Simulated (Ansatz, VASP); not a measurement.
## One calculation of Hg, two programs

The input INCAR:

```
  PREC = Accurate
  ENCUT = 520
  EDIFF = 1E-7
  ISMEAR = 0
  SIGMA = 0.15
  LREAL = False
  LASPH = True
  NELM = 100
  ALGO = Fast
  ISIF = 2
  LWAVE = False
  LCHARG = False
  GGA = PS
  IVDW = 12
  NBANDS = 19
```

Contents of KPOINTS:

```
Automatic mesh
0
Gamma
  18 18 10
```

POSCAR

```
Hg
1.0
    3.1962900726      0.0000000000      0.0000000000
   -1.5981450363      2.7680684007      0.0000000000
    0.0000000000      0.0000000000      4.8241606065
Hg
2
Direct
    0.6666666667      0.3333333333      0.7500000000
    0.3333333333      0.6666666667      0.2500000000
```

Input for Ansatz:

```yaml
crystal:
  lattice:
    - [3.1962900726, 0.0, 0.0]
    - [-1.5981450363, 2.7680684007, 0.0]
    - [0.0, 0.0, 4.8241606065]
  atoms:
    - { symbol: Hg, position: [0.6666666667, 0.3333333333, 0.75] }
    - { symbol: Hg, position: [0.3333333333, 0.6666666667, 0.25] }
basis:
  ecutwfc: 420
kpoints:
  mp_grid: { grid: [18, 18, 10] }
hamiltonian:
  xc: pbesol
  dispersion: d3bj
scf:
  occupations: { method: gaussian, width: 0.15 }
output:
  forces: true
  stress: true
  eigenvalues: true
```

Alike in both runs: task single point; functional PBEsol; dispersion D3(BJ); k mesh 18 × 18 × 10; occupations gaussian, width 0.15 eV; no spin polarisation.

|  | VASP | Ansatz |
| --- | --- | --- |
| version | VASP 6.6.1 | Ansatz 0.2.0 |
| potentials or method | VASP PAW PBE potentials, release 64 (Hg), cutoff 520 eV | scalar-relativistic, plane waves, PAW |
| valence electrons in the cell | 24 | 40 |

Ansatz gave:

- gap on the k mesh at the Fermi level (eV): none
- pressure (GPa): 1.5
- traceless stress, the component that is largest in VASP (GPa): 0.07

**Question.** Which values does VASP return?

**Answer.** gap on the k mesh at the Fermi level (eV): none; pressure (GPa): 2.1; traceless stress, the component that is largest in VASP (GPa): 0.19.

VASP's potentials were made for PBE, not for PBEsol. A gap of «none» marks a metal or a gap that the smearing closes. VASP's potentials hold 24 valence electrons a cell and Ansatz's 40, so a difference there can come from the potentials and not from the codes.

Neither program's run includes spin-orbit coupling.
